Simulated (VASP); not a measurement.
# BN (Pm) in VASP: further runs

The runs below take BN through single point, with PBE+D3(BJ).

Everything below comes from runs of VASP 6.6.1. Logs are shortened: lines on timing, memory, paths and dates and some standing lists are left out, and cuts for length are marked.

## 1. The cell of the first run

It takes space group Pm (No. 6, monoclinic). The conventional cell has a = 2.510 Å, b = 6.690 Å, c = 2.510 Å, α = 90.00°, β = 120.00°, γ = 90.00°. Within 1.8 Å of B (site symmetry m) lie 3 N at 1.35 to 1.52 Å. B (site symmetry m) has 3 N at 1.35 to 1.52 Å within 1.8 Å. Within 1.8 Å of N (site symmetry m) lie 3 B at 1.35 to 1.52 Å. N (site symmetry m) has 3 B at 1.35 to 1.52 Å within 1.8 Å.

## 2. Single point, PBE+D3(BJ) (all N atoms moved -0.100 Å, as atom 3 along Cartesian [1 1 0])

Contents of INCAR:

```
ALGO = Normal
EDIFF = 1E-6
ENCUT = 520
GGA = PE
ISIF = 2
ISMEAR = 0
IVDW = 12
LASPH = True
LCHARG = True
LELF = True
LREAL = False
LVHAR = True
LWAVE = False
NBANDS = 16
NELM = 80
PREC = Accurate
SIGMA = 0.05
```

Contents of KPOINTS:

```
k-points
0
Gamma
  12 12 4
```

Contents of POSCAR:

```
BN
1.0
    2.5099983704      0.0000000000      0.0000000000
   -1.2549991852      2.1737223522      0.0000000000
    0.0000000000      0.0000000000      6.6900000000
B N
2 2
Direct
    0.0000000000      0.0000000000      0.5000000000
    0.3333333333      0.6666666667      0.0000000000
   -0.0444364859     -0.0325297654      0.0000000000
    0.6222301808      0.3008035680      0.5000000000
```

Potentials or basis: VASP PAW PBE potentials, release 64 (B, N).

The run is started by

```bash
> cat potpaw_PBE.64/B/POTCAR potpaw_PBE.64/N/POTCAR > POTCAR
> mpirun -np 1 vasp_std > vasp.out
```

OUTCAR:

```text
EDIFF = 1E-6
   ENCUT = 520
   GGA = PE
   ISIF = 2
   ISMEAR = 0
   IVDW = 12
   LASPH = True
   LREAL = False
   NELM = 80
   PREC = Accurate
 IVDW          = 12

 ion  position               nearest neighbor table
   1  0.000  0.000  0.500-   4 1.35   4 1.48   4 1.52
   2  0.333  0.667  0.000-   3 1.35   3 1.48   3 1.52
   3  0.956  0.967  0.000-   2 1.35   2 1.48   2 1.52
   4  0.622  0.301  0.500-   1 1.35   1 1.48   1 1.52

  LATTYP: Found a hexagonal cell.
 ALAT       =     2.5099983704
 C/A-ratio  =     2.6653403759

  Lattice vectors:

 A1 = (   2.5099983704,   0.0000000000,   0.0000000000)
 A2 = (  -1.2549991852,   2.1737223522,   0.0000000000)
 A3 = (   0.0000000000,   0.0000000000,   6.6900000000)

Analysis of symmetry for initial positions (statically):
=====================================================================
 Subroutine PRICEL returns:
 Original cell was already a primitive cell.

 Routine SETGRP: Setting up the symmetry group for a
 hexagonal supercell.

 Subroutine GETGRP returns: Found  2 space group operations
 (whereof  2 operations were pure point group operations)
 out of a pool of 24 trial point group operations.

The static configuration has the point symmetry C_1h.

Analysis of symmetry for dynamics (positions and initial velocities):
=====================================================================
 Subroutine PRICEL returns:
 Original cell was already a primitive cell.

 Routine SETGRP: Setting up the symmetry group for a
 hexagonal supercell.

 Subroutine GETGRP returns: Found  2 space group operations
 (whereof  2 operations were pure point group operations)
 out of a pool of 24 trial point group operations.

The dynamic configuration has the point symmetry C_1h.

 Subroutine INISYM returns: Found  2 space group operations
 (whereof  2 operations are pure point group operations),
 and found     1 'primitive' translations

----------------------------------------------------------------------------------------

                                     Primitive cell

  volume of cell :      36.5009

  direct lattice vectors                    reciprocal lattice vectors
     2.509998370  0.000000000  0.000000000     0.398406633  0.230020177  0.000000000
    -1.254999185  2.173722352  0.000000000     0.000000000  0.460040354  0.000000000
     0.000000000  0.000000000  6.690000000     0.000000000  0.000000000  0.149476831

  length of vectors
     2.509998370  2.509998370  6.690000000     0.460040354  0.460040354  0.149476831

  position of ions in fractional coordinates (direct lattice)
     0.000000000  0.000000000  0.500000000
     0.333333333  0.666666667  0.000000000
     0.955563514  0.967470235  0.000000000
     0.622230181  0.300803568  0.500000000

  ion indices of the primitive-cell ions
   primitive index   ion index
                 1           1
                 2           2
                 3           3
                 4           4

----------------------------------------------------------------------------------------

 KPOINTS: k-points

Automatic generation of k-mesh.
 Grid dimensions read from file:
 generate k-points for:   12   12    4

 Generating k-lattice:

  Cartesian coordinates                     Fractional coordinates (reciprocal lattice)
     0.033200553  0.019168348  0.000000000     0.083333333 -0.000000000  0.000000000
     0.000000000  0.038336696  0.000000000     0.000000000  0.083333333  0.000000000
     0.000000000  0.000000000  0.037369208     0.000000000  0.000000000  0.250000000

  Length of vectors
     0.038336696  0.038336696  0.037369208

  Shift w.r.t. Gamma in fractional coordinates (k-lattice)
     0.000000000  0.000000000  0.000000000

 Subroutine IBZKPT returns following result:
 ===========================================

 Found    222 irreducible k-points:

 Following reciprocal coordinates:
            Coordinates               Weight
  0.000000  0.000000  0.000000      1.000000
  0.083333  0.000000  0.000000      2.000000
  0.000000  0.083333  0.000000      2.000000
 -0.083333  0.083333  0.000000      2.000000
  0.166667  0.000000  0.000000      2.000000
  0.000000  0.166667  0.000000      2.000000
[... 16 lines left out ...]
  0.166667  0.083333  0.000000      2.000000
 -0.083333  0.250000  0.000000      2.000000
 [... further k-points ...]
   k-points           NKPTS =    222   k-points in BZ     NKDIM =    222   number of bands    NBANDS=     16
   number of dos      NEDOS =    301   number of ions     NIONS =      4
   total plane-waves  NPLWV =  20000
   dimension x,y,z NGX =    20 NGY =   20 NGZ =   50
   dimension x,y,z NGXF=    40 NGYF=   40 NGZF=  100
   ions per type =               2   2
   NGX,Y,Z   is equivalent  to a cutoff of  13.25, 13.25, 12.42 a.u.
   NGXF,Y,Z  is equivalent  to a cutoff of  26.49, 26.49, 24.85 a.u.
 SYSTEM =  unknown system
   PREC   = accura    normal or accurate (medium, high low for compatibility)
   ISTART =      0    job   : 0-new  1-cont  2-samecut
   ICHARG =      2    charge: 1-file 2-atom 10-const
   ISPIN  =      1    spin polarized calculation?
   LNONCOLLINEAR =      F non collinear calculations
   LSORBIT =      F    spin-orbit coupling
   LASPH  =      T    aspherical Exc in radial PAW
   ENCUT  =  520.0 eV  38.22 Ry    6.18 a.u.   4.67  4.67 12.44*2*pi/ulx,y,z
   NELM   =     80;   NELMIN=  2; NELMDL= -5     # of ELM steps
   EDIFF  = 0.1E-05   stopping-criterion for ELM
   LREAL  =      F    real-space projection
   EDIFFG = 0.1E-04   stopping-criterion for IOM
   NSW    =      0    number of steps for IOM
   IBRION =     -1    ionic relax: 0-MD 1-quasi-New 2-CG
   NFREE  =      0    steps in history (QN), initial steepest desc. (CG)
   ISIF   =      2    stress and relaxation
   ISYM   =      2    0-nonsym 1-usesym 2-fastsym
   POTIM  = 0.5000    time-step for ionic-motion
   TEBEG  =    0.0;   TEEND  =   0.0 temperature during run
   PSTRESS=    0.0 pullay stress
   NELECT =      16.0000    total number of electrons
   NUPDOWN=      -1.0000    fix difference up-down
   EMIN   =  10.00;   EMAX   =-10.00  energy-range for DOS
   EFERMI =   0.00;   METHOD = LEGACY
   ISMEAR =     0;   SIGMA  =   0.05  broadening in eV -4-tet -1-fermi 0-gaus
   EFERMI_NEDOS =   21; number of points for ismear=-14 and -15
   IALGO  =     38    algorithm
   IMIX   =      4    mixing-type and parameters
     AMIX     =   0.40;   BMIX     =  1.00
     AMIX_MAG =   1.60;   BMIX_MAG =  1.00
  volume/ion in A,a.u.               =       9.13        61.58
  Fermi-wavevector in a.u.,A,eV,Ry     =   1.243599  2.350061 21.041925  1.546538
  Thomas-Fermi vector in A             =   2.377902
   LORBIT       =      0    0 simple, 1 ext, 2 COOP (PROOUT), +10 PAW based schemes
   GGA     = PE    functional components
   LHFCALC =     F    Hartree Fock is set to
   AEXX    =    0.0000 exact exchange contribution
   IVDW    =    12    specifies the selected vdW correction
   LEPSILON=     F    determine dielectric tensor
   LRPA    =     F    only Hartree local field effects (RPA)
 non-spin polarized calculation
 Gauss-broadening in eV      SIGMA  =   0.05
  energy-cutoff  :      520.00
  volume of cell :       36.50
 maximum number of plane-waves:      1000
   NGX =  9   NGY =  9   NGZ = 25

 number of electron      15.9999998 magnetization

 Free energy of the ion-electron system (eV)
  ---------------------------------------------------
  ext. energy  EPLUGINS =         0.00000000
  ---------------------------------------------------
  free energy    TOTEN  =       -34.72354118 eV

  energy without entropy =      -34.72354118  energy(sigma->0) =      -34.72354118

 E-fermi :   2.4269     XC(G=0): -10.0078

 val. band max:        2.1802181197   @ k =  -0.4167  -0.2500   0.0000
 cond. band min:       5.9485459192   @ k =   0.5000   0.0000   0.0000
 fundamental gap:      3.7683277995
 Fermi energy:         2.4269016882

 k-point     1 :       0.0000    0.0000    0.0000
  band No.  band energies     occupation
      1     -15.5929      2.00000
      2     -15.3030      2.00000
      3      -3.9874      2.00000
      4      -1.9579      2.00000
      5      -0.3127      2.00000
      6      -0.2171      2.00000
[... 8 lines left out ...]
     15      15.2779      0.00000
     16      15.6825      0.00000

 k-point     2 :       0.0833    0.0000    0.0000
  band No.  band energies     occupation
      1     -15.4626      2.00000
      2     -15.1773      2.00000
      3      -3.7977      2.00000
      4      -1.7864      2.00000
      5      -0.7592      2.00000
      6      -0.6631      2.00000
[... 8 lines left out ...]
     15      14.8609      0.00000
     16      15.9381      0.00000

 k-point     3 :       0.0000    0.0833    0.0000
  band No.  band energies     occupation
      1     -15.4560      2.00000
      2     -15.1702      2.00000
      3      -3.8051      2.00000
      4      -1.7977      2.00000
      5      -0.5694      2.00000
      6      -0.4739      2.00000
[... 8 lines left out ...]
     15      15.6784      0.00000
     16      16.0882      0.00000

 k-point     4 :      -0.0833    0.0833    0.0000
  band No.  band energies     occupation
      1     -15.4580      2.00000
      2     -15.1724      2.00000
      3      -3.8029      2.00000
      4      -1.7943      2.00000
      5      -0.6466      2.00000
      6      -0.5521      2.00000
[... 8 lines left out ...]
     15      15.6092      0.00000
     16      16.0681      0.00000
[... 324 lines left out ...]
 k-point    22 :      -0.1667    0.0833    0.0000
  band No.  band energies     occupation
      1     -15.2031      2.00000
      2     -14.9266      2.00000
      3      -3.4242      2.00000
      4      -1.4855      2.00000
      5      -1.4531      2.00000
      6      -1.3908      2.00000
[... 8 lines left out ...]
     15      15.1351      0.00000
     16      16.6776      0.00000

 k-point    23 :       0.1667    0.0833    0.0000
  band No.  band energies     occupation
      1     -14.6985      2.00000
      2     -14.4399      2.00000
      3      -2.7098      2.00000
      4      -2.6921      2.00000
      5      -2.6031      2.00000
      6      -0.8105      2.00000
[... 8 lines left out ...]
     15      15.9308      0.00000
     16      17.3445      0.00000

 k-point    24 :      -0.0833    0.2500    0.0000
  band No.  band energies     occupation
      1     -14.6554      2.00000
      2     -14.3944      2.00000
      3      -2.7462      2.00000
      4      -2.0532      2.00000
      5      -1.9595      2.00000
      6      -0.9675      2.00000
[... 8 lines left out ...]
     15      17.3367      0.00000
     16      18.2735      0.00000

 [... further k-points ...]

------------------------ aborting loop because EDIFF is reached ----------------------------------------

 Edisp (eV)   -0.55707

 E8    (eV) :    -0.1631

  FORCE on cell =-STRESS in cart. coord.  units (eV):
  Direction    XX          YY          ZZ          XY          YZ          ZX
  --------------------------------------------------------------------------------------
  -------------------------------------------------------------------------------------
  Total       2.85797    -0.77231    -0.12251     2.14794     0.00000     0.00000
  in kB     125.44822   -33.90012    -5.37752    94.28218     0.00000     0.00000
  external pressure =       28.72 kB  Pullay stress =        0.00 kB

 VOLUME and BASIS-vectors are now :
 -----------------------------------------------------------------------------
  energy-cutoff  :      520.00
  volume of cell :       36.50
      direct lattice vectors                 reciprocal lattice vectors
     2.509998370  0.000000000  0.000000000     0.398406633  0.230020177  0.000000000
    -1.254999185  2.173722352  0.000000000     0.000000000  0.460040354  0.000000000
     0.000000000  0.000000000  6.690000000     0.000000000  0.000000000  0.149476831

 POSITION                                       TOTAL-FORCE (eV/Angst)
 -----------------------------------------------------------------------------------
      0.00000      0.00000      3.34500        -3.531662     -2.893415      0.000000
     -0.00000      1.44915      0.00000        -3.542023     -2.899668      0.000000
      1.18429      2.10301      0.00000         3.545705      2.903547      0.000000
      1.18429      0.65386      3.34500         3.527980      2.889536      0.000000
 -----------------------------------------------------------------------------------
    total drift:                                0.000034      0.000041      0.000000

  FREE ENERGIE OF THE ION-ELECTRON SYSTEM (eV)
  ---------------------------------------------------
  free  energy   TOTEN  =       -35.2806093872 eV

  energy  without entropy=      -35.2806093872  energy(sigma->0) =      -35.28060939
```

Wall time 69 s (1 thread of Intel Xeon 6975P-C (Granite Rapids), shared host); peak memory 0.23 GiB.

Results:

| Property | Result |
| --- | --- |
| Free energy | -35.2806 eV |
| Pressure | 2.9 GPa |
| Largest force | 4.583 eV/Å |
| Band gap on the k mesh | 3.77 eV, indirect (least direct gap 4.14 eV) |
| Dispersion energy per atom | -0.139 eV |

Forces in eV/Å, atoms in the order of the input:
```
B   -3.532 -2.893  0.000
B   -3.542 -2.900  0.000
N    3.546  2.904  0.000
N    3.528  2.890  0.000
```

Stress tensor (GPa, compression positive):
```
12.54  9.43  0.00
 9.43 -3.39  0.00
 0.00  0.00 -0.54
```

Caveat: the cell differs from its parent crystal (all N atoms moved -0.100 Å, as atom 3 along Cartesian [1 1 0]); forces of over 1 eV/Å act on the atoms, so gaps and moduli don't describe the material at rest.

[end of part 1 of 2]
